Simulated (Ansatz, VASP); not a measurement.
# Ca2YPdC6N6 in VASP and in Ansatz

INCAR

```
SYSTEM = Ca2YPdC6N6
ALGO = Normal
EDIFF = 1E-7
ENCUT = 520
GGA = PE
ISIF = 2
ISMEAR = 0
ISPIN = 2
LASPH = .True.
LCHARG = .False.
LMAXMIX = 4
LORBIT = 11
LREAL = Auto
LWAVE = .False.
MAGMOM = 0 0 0 1 0 0 0 0 0 0 0 0 0 0 0 0
NBANDS = 66
NELM = 150
PREC = Accurate
SIGMA = 0.1
```

The input KPOINTS:

```
k-points
0
Gamma
  4 4 4
  0 0 0
```

File POSCAR:

```
Ca2YPdC6N6
1.0
    0.0000000000      5.3060000000      5.3060000000
    5.3060000000      0.0000000000      5.3060000000
    5.3060000000      5.3060000000      0.0000000000
Ca Y Pd C N
2 1 1 6 6
Direct
    0.2500000000      0.2500000000      0.2500000000
    0.7500000000      0.7500000000      0.7500000000
    0.0000000000      0.0000000000      0.0000000000
    0.5000000000      0.5000000000      0.5000000000
    0.8015454200      0.1984545800      0.1984545800
    0.1984545800      0.8015454200      0.1984545800
    0.1984545800      0.1984545800      0.8015454200
    0.1984545800      0.8015454200      0.8015454200
    0.8015454200      0.1984545800      0.8015454200
    0.8015454200      0.8015454200      0.1984545800
    0.6912928800      0.3087071200      0.3087071200
    0.3087071200      0.6912928800      0.3087071200
    0.3087071200      0.3087071200      0.6912928800
    0.3087071200      0.6912928800      0.6912928800
    0.6912928800      0.3087071200      0.6912928800
    0.6912928800      0.6912928800      0.3087071200
```

Input for Ansatz:

```yaml
crystal:
  lattice:
    - [0.0, 5.306, 5.306]
    - [5.306, 0.0, 5.306]
    - [5.306, 5.306, 0.0]
  atoms:
    - { symbol: Ca, position: [0.25, 0.25, 0.25] }
    - { symbol: Ca, position: [0.75, 0.75, 0.75] }
    - { symbol: "Y", position: [0.0, 0.0, 0.0] }
    - { symbol: Pd, position: [0.5, 0.5, 0.5], spin: 1.0 }
    - { symbol: C, position: [0.80154542, 0.19845458, 0.19845458] }
    - { symbol: C, position: [0.19845458, 0.80154542, 0.19845458] }
    - { symbol: C, position: [0.19845458, 0.19845458, 0.80154542] }
    - { symbol: C, position: [0.19845458, 0.80154542, 0.80154542] }
    - { symbol: C, position: [0.80154542, 0.19845458, 0.80154542] }
    - { symbol: C, position: [0.80154542, 0.80154542, 0.19845458] }
    - { symbol: "N", position: [0.69129288, 0.30870712, 0.30870712] }
    - { symbol: "N", position: [0.30870712, 0.69129288, 0.30870712] }
    - { symbol: "N", position: [0.30870712, 0.30870712, 0.69129288] }
    - { symbol: "N", position: [0.30870712, 0.69129288, 0.69129288] }
    - { symbol: "N", position: [0.69129288, 0.30870712, 0.69129288] }
    - { symbol: "N", position: [0.69129288, 0.69129288, 0.30870712] }
basis:
  ecutwfc: 420
kpoints:
  mp_grid: { grid: [4, 4, 4] }
hamiltonian:
  xc: pbe
scf:
  occupations: { method: gaussian, width: 0.1 }
  lower_state_search: "off"
output:
  forces: true
  stress: true
  eigenvalues: true
  populations: true
magnetization:
  spin_polarized: true
```

Alike in both runs: task single point; functional PBE; k mesh 4 × 4 × 4; occupations gaussian, width 0.1 eV; collinear spin.

```csv
,VASP,Ansatz
version,VASP 6.6.1,Ansatz 0.2.0
potentials or method,"VASP PAW PBE potentials, release 64 (Ca_sv, Y_sv, Pd, C, N), cutoff 520 eV","scalar-relativistic, plane waves, PAW"
valence electrons in the cell,95,103
```

|  | VASP | Ansatz | Ansatz less VASP |
| --- | --- | --- | --- |
| gap on the k mesh at the Fermi level (eV) | none | none | - |
| pressure (GPa) | 17.3 | 17.4 | +0.11 |
| rms of the force components (eV/Å) | 0.997 | 1.123 | +0.1254 |
| net moment per atom (μB) | 0.00 | 0.28 | +0.284 |
| size of the moment on the site where the two differ most (μB) | 0.00 | 1.21 | +1.213 |

The net moments are unlike, so the other rows may belong to different states. Site moments also hang on the region over which each program counts them. Atom by atom the forces differ by 0.304 eV/Å (rms over components). A gap of «none» marks a metal or a gap that the smearing closes. VASP's potentials hold 95 valence electrons a cell and Ansatz's 103, so a difference there can come from the potentials and not from the codes.

Noted on VASP's run: the standard files for N, O and F lose accuracy on very short bonds.
